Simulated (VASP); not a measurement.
# BN (F-43m) in VASP: notebook

BN is run at these levels: LDA, PBE; tasks: G0W0 quasiparticle levels.

All numbers are computed with VASP 6.6.1; they aren't measurements. Logs are shortened: lines on timing, memory, paths and dates and some standing lists are left out, and cuts for length are marked.

### Step 1. The cell of the first run

It takes space group F-43m (No. 216, cubic). The conventional cell has a = 3.610 Å, b = 3.610 Å, c = 3.610 Å, α = 90.00°, β = 90.00°, γ = 90.00°. B (site symmetry -43m) has 4 N at 1.56 Å within 2.1 Å. Within 2.1 Å of N (site symmetry -43m) lie 4 B at 1.56 Å.

### Step 2. G0W0 quasiparticle levels, LDA

The input, POSCAR:

```
BN
1.0
    0.0000000000      1.8048254497      1.8048254497
    1.8048254497      0.0000000000      1.8048254497
    1.8048254497      1.8048254497      0.0000000000
B N
1 1
Direct
    0.0000000000      0.0000000000      0.0000000000
    0.2500000000      0.2500000000      0.2500000000
```

The input, INCAR.step1:

```
PREC = Accurate
ENCUT = 500
EDIFF = 1E-8
ISMEAR = 0
SIGMA = 0.01
LREAL = F
LASPH = T
NELM = 100
ALGO = Normal
LWAVE = T
LCHARG = F
GGA = CA
```

The input, INCAR.step2:

```
PREC = Accurate
ENCUT = 500
EDIFF = 1E-8
ISMEAR = 0
SIGMA = 0.01
LREAL = F
LASPH = T
NELM = 1
ALGO = Exact
LWAVE = T
LCHARG = F
GGA = CA
NBANDS = 64
LOPTICS = T
ISTART = 1
```

The input, INCAR.step3:

```
PREC = Accurate
ENCUT = 500
EDIFF = 1E-8
ISMEAR = 0
SIGMA = 0.01
LREAL = F
LASPH = T
ALGO = EVGW0
LWAVE = F
LCHARG = F
GGA = CA
NELMGW = 1
NBANDS = 64
ENCUTGW = 80.0
NOMEGA = 48
PRECFOCK = Fast
ISTART = 1
NBANDSGW = 12
```

The input, KPOINTS:

```
regular mesh
0
Gamma
  4 4 4
```

Potentials or basis: VASP PAW LDA potentials, release 64 (B_GW, N_GW).

Run with:

```console
cat potpaw_LDA.64/B_GW/POTCAR potpaw_LDA.64/N_GW/POTCAR > POTCAR
cp INCAR.step1 INCAR
mpirun -np 1 vasp_std > vasp.out
cp INCAR.step2 INCAR
mpirun -np 1 vasp_std > vasp.out
cp INCAR.step3 INCAR
mpirun -np 1 vasp_std > vasp.out
```

OUTCAR:

```text
PREC = Accurate
   ENCUT = 500
   EDIFF = 1E-8
   ISMEAR = 0
   LREAL = F
   LASPH = T
   GGA = CA
   NELMGW = 1
   ENCUTGW = 80.0
   PRECFOCK = Fast
   ISTART = 1

 ion  position               nearest neighbor table
   1  0.000  0.000  0.000-   2 1.56   2 1.56   2 1.56   2 1.56
   2  0.250  0.250  0.250-   1 1.56   1 1.56   1 1.56   1 1.56

  LATTYP: Found a face centered cubic cell.
 ALAT       =     3.6096508994

  Lattice vectors:

 A1 = (   0.0000000000,   1.8048254497,   1.8048254497)
 A2 = (   1.8048254497,   0.0000000000,   1.8048254497)
 A3 = (   1.8048254497,   1.8048254497,   0.0000000000)

Analysis of symmetry for initial positions (statically):
=====================================================================
 Subroutine PRICEL returns:
 Original cell was already a primitive cell.

 Routine SETGRP: Setting up the symmetry group for a
 face centered cubic supercell.

 Subroutine GETGRP returns: Found 24 space group operations
 (whereof 24 operations were pure point group operations)
 out of a pool of 48 trial point group operations.

The static configuration has the point symmetry T_d .

Analysis of symmetry for dynamics (positions and initial velocities):
=====================================================================
 Subroutine PRICEL returns:
 Original cell was already a primitive cell.

 Routine SETGRP: Setting up the symmetry group for a
 face centered cubic supercell.

 Subroutine GETGRP returns: Found 24 space group operations
 (whereof 24 operations were pure point group operations)
 out of a pool of 48 trial point group operations.

The dynamic configuration has the point symmetry T_d .

 Subroutine INISYM returns: Found 24 space group operations
 (whereof 24 operations are pure point group operations),
 and found     1 'primitive' translations

----------------------------------------------------------------------------------------

                                     Primitive cell

  volume of cell :      11.7581

  direct lattice vectors                    reciprocal lattice vectors
     0.000000000  1.804825450  1.804825450    -0.277035101  0.277035101  0.277035101
     1.804825450  0.000000000  1.804825450     0.277035101 -0.277035101  0.277035101
     1.804825450  1.804825450  0.000000000     0.277035101  0.277035101 -0.277035101

  length of vectors
     2.552408629  2.552408629  2.552408629     0.479838870  0.479838870  0.479838870

  position of ions in fractional coordinates (direct lattice)
     0.000000000  0.000000000  0.000000000
     0.250000000  0.250000000  0.250000000

  ion indices of the primitive-cell ions
   primitive index   ion index
                 1           1
                 2           2

----------------------------------------------------------------------------------------

 KPOINTS: regular mesh

Automatic generation of k-mesh.
 Grid dimensions read from file:
 generate k-points for:    4    4    4

 Generating k-lattice:

  Cartesian coordinates                     Fractional coordinates (reciprocal lattice)
    -0.069258775  0.069258775  0.069258775     0.250000000  0.000000000  0.000000000
     0.069258775 -0.069258775  0.069258775     0.000000000  0.250000000  0.000000000
     0.069258775  0.069258775 -0.069258775     0.000000000  0.000000000  0.250000000

  Length of vectors
     0.119959717  0.119959717  0.119959717

  Shift w.r.t. Gamma in fractional coordinates (k-lattice)
     0.000000000  0.000000000  0.000000000

 Subroutine IBZKPT returns following result:
 ===========================================

 Found      8 irreducible k-points:

 Following reciprocal coordinates:
            Coordinates               Weight
  0.000000  0.000000  0.000000      1.000000
  0.250000  0.000000  0.000000      8.000000
  0.500000  0.000000  0.000000      4.000000
  0.250000  0.250000  0.000000      6.000000
  0.500000  0.250000  0.000000     24.000000
 -0.250000  0.250000  0.000000     12.000000
  0.500000  0.500000  0.000000      3.000000
 -0.250000  0.500000  0.250000      6.000000
   k-points           NKPTS =      8   k-points in BZ     NKDIM =     64   number of bands    NBANDS=     64
   number of dos      NEDOS =    301   number of ions     NIONS =      2
   total plane-waves  NPLWV =   8000
   dimension x,y,z NGX =    20 NGY =   20 NGZ =   20
   dimension x,y,z NGXF=    40 NGYF=   40 NGZF=   40
   ions per type =               1   1
   NGX,Y,Z   is equivalent  to a cutoff of  13.03, 13.03, 13.03 a.u.
   NGXF,Y,Z  is equivalent  to a cutoff of  26.05, 26.05, 26.05 a.u.
 SYSTEM =  unknown system
   PREC   = accura    normal or accurate (medium, high low for compatibility)
   ISTART =      1    job   : 0-new  1-cont  2-samecut
   ICHARG =      0    charge: 1-file 2-atom 10-const
   ISPIN  =      1    spin polarized calculation?
   LNONCOLLINEAR =      F non collinear calculations
   LSORBIT =      F    spin-orbit coupling
   LASPH  =      T    aspherical Exc in radial PAW
   ENCUT  =  500.0 eV  36.75 Ry    6.06 a.u.   4.65  4.65  4.65*2*pi/ulx,y,z
   NELM   =     60;   NELMIN=  2; NELMDL=  0     # of ELM steps
   EDIFF  = 0.1E-07   stopping-criterion for ELM
   LREAL  =      F    real-space projection
   EDIFFG = 0.1E-06   stopping-criterion for IOM
   NSW    =      0    number of steps for IOM
   IBRION =     -1    ionic relax: 0-MD 1-quasi-New 2-CG
   NFREE  =      0    steps in history (QN), initial steepest desc. (CG)
   ISIF   =      0    stress and relaxation
   ISYM   =      3    0-nonsym 1-usesym 2-fastsym
   POTIM  = 0.5000    time-step for ionic-motion
   TEBEG  =    0.0;   TEEND  =   0.0 temperature during run
   PSTRESS=    0.0 pullay stress
   NELECT =       8.0000    total number of electrons
   NUPDOWN=      -1.0000    fix difference up-down
   EMIN   =  10.00;   EMAX   =-10.00  energy-range for DOS
   EFERMI =   0.00;   METHOD = LEGACY
   ISMEAR =     0;   SIGMA  =   0.01  broadening in eV -4-tet -1-fermi 0-gaus
   EFERMI_NEDOS =   21; number of points for ismear=-14 and -15
   IALGO  =     38    algorithm
   IMIX   =      4    mixing-type and parameters
     AMIX     =   0.40;   BMIX     =  1.00
     AMIX_MAG =   1.60;   BMIX_MAG =  1.00
  volume/ion in A,a.u.               =       5.88        39.67
  Fermi-wavevector in a.u.,A,eV,Ry     =   1.439880  2.720979 28.208337  2.073254
  Thomas-Fermi vector in A             =   2.558686
   LORBIT       =      0    0 simple, 1 ext, 2 COOP (PROOUT), +10 PAW based schemes
   GGA     = CA    functional components
   LHFCALC =     T    Hartree Fock is set to
   PRECFOCK=fast      Normal, Fast or Accurate (Low or Medium for compatibility)
   ENCUT4O =  -1.0   cutoff for four orbital integrals eV
   NKREDX  =     1    reduce k-point grid by
   NKREDY  =     1    reduce k-point grid by
   NKREDZ  =     1    reduce k-point grid by
   AEXX    =    1.0000 exact exchange contribution
   HFSCREEN=    0.0000 screening length (either q_TF or 0.3 A-1)
   HFSCREENC=   0.0000 screening length for correlation (either q_TF or 0.3 A-1)
   ENCUTFOCK=  -1.0 apply spherical cutoff to Coloumb kernel
   IVDW    =     0    specifies the selected vdW correction
   LEPSILON=     F    determine dielectric tensor
   LRPA    =     F    only Hartree local field effects (RPA)
   LRPAFORCE           =     F    calculate RPA forces
   ENCUTGW             =  80.0    cutoff for response function in eV
   ENCUTGWSOFT         =  64.0    soft cutoff for Coulomb kernel in GW response function in eV
   ENCUTLF             =  -1.0    cutoff for local field effects
   NELMGW              =     1    number of iterations in solving QP/BSE equation
   NELMHF              =     1    number of iterations in the inner HF iteration
   NKREDLFX            =     1    NKREDLFY  =   1   NKREDLFZ  =   1
 non-spin polarized calculation
 Gauss-broadening in eV      SIGMA  =   0.01
  energy-cutoff  :      500.00
  volume of cell :       11.76
 maximum number of plane-waves:       308
 NGX is ok and might be reduce to    20
  NGX = 12; NGY = 12; NGZ = 12
   NGX =  9   NGY =  9   NGZ =  9
 maximum number of plane-waves:        22
 NGX is ok and might be reduce to    10

 QP shifts <psi_nk| G(iteration)W_0 |psi_nk>: iteration 1
 for sc-GW calculations column KS-energies equals QP-energies in previous step
 and V_xc(KS)=  KS-energies - (<T + V_ion + V_H > + <T+V_H+V_ion>^1  + <V_x>^1)

 k-point   1 :       0.0000    0.0000    0.0000
  band No.  KS-energies  QP-energies   sigma(KS)   V_xc(KS)     V^pw_x(r,r')   Z            occupation Imag(sigma)

      1     -12.5780     -14.2950     -17.6394     -15.4345     -26.3621       0.7787       2.0000       1.4299
      2       7.5549       7.2975     -18.7510     -18.4391     -22.0509       0.8251       2.0000       0.1097
      3       7.5549       7.2975     -18.7510     -18.4391     -22.0509       0.8251       2.0000       0.1097
      4       7.5549       7.2975     -18.7510     -18.4391     -22.0509       0.8251       2.0000       0.1097
      5      16.2380      17.9716     -12.0784     -14.1650      -6.9188       0.8308       0.0000      -0.1182
      6      16.2380      17.9716     -12.0784     -14.1650      -6.9188       0.8308       0.0000      -0.1182
      7      16.2380      17.9716     -12.0784     -14.1650      -6.9188       0.8308       0.0000      -0.1182
      8      18.0565      19.2964     -13.9967     -15.5153      -8.2445       0.8166       0.0000      -0.1463
      9      32.0976      32.9886     -10.8168     -11.9372      -3.3054       0.7952       0.0000      -0.6025
     10      35.3799      36.7053     -11.8690     -13.4690      -5.4200       0.8284       0.0000      -0.5769
     11      35.3799      36.7053     -11.8690     -13.4690      -5.4200       0.8284       0.0000      -0.5769
     12      35.7014      36.8421     -10.2237     -11.5880      -3.0513       0.8361       0.0000      -1.0314

 k-point   2 :       0.2500    0.0000    0.0000
  band No.  KS-energies  QP-energies   sigma(KS)   V_xc(KS)     V^pw_x(r,r')   Z            occupation Imag(sigma)
[... 97 lines left out ...]
      1      -6.5465      -7.9406     -19.2247     -17.3939     -26.8295       0.7614       2.0000       0.6494
      2       0.0149      -1.1639     -17.3621     -15.8666     -22.2719       0.7883       2.0000       0.2120
      3       0.4775      -0.4413     -16.7858     -15.6338     -21.1988       0.7976       2.0000       0.1891
      4       0.9395       0.1023     -16.3385     -15.2965     -20.4080       0.8035       2.0000       0.1712
      5      16.9972      18.5651     -13.2058     -15.0985      -8.2638       0.8283       0.0000      -0.1234
      6      20.8206      22.5386     -12.5386     -14.6680      -6.1640       0.8068       0.0000      -0.1911
      7      21.8026      23.3228     -11.0328     -12.8718      -5.2114       0.8267       0.0000      -0.1598
      8      22.2797      24.2611     -14.2136     -16.7102      -7.9548       0.7937       0.0000      -0.2020
      9      26.6598      28.9186     -13.9635     -16.8562      -6.8368       0.7809       0.0000      -0.3364
     10      32.9022      34.9052     -12.0119     -14.5380      -4.3361       0.7929       0.0000      -0.6928
     11      36.9071      38.3356     -11.6777     -13.4147      -4.2589       0.8224       0.0000      -0.9408
     12      40.7330      42.3569     -11.3288     -13.3111      -3.7227       0.8192       0.0000      -1.0987
```

It took 14 s on 1 thread of AMD EPYC 9R45 (Zen 5), shared host; peak memory 0.1 GiB.

Results:

```yaml
Band_gap_on_the_k_mesh_mean-field_level: 4.33 eV, indirect (least direct gap 8.68 eV)
Quasiparticle_gap: 5.55 eV
Least_direct_quasiparticle_gap: 10.67 eV
```

Caveat: the k points lie up to 0.75 Å⁻¹ apart; bands, screening cutoff and mesh are small and nothing is extrapolated, so the quasiparticle values aren't converged.

(Part 1 of 2 ends here.)
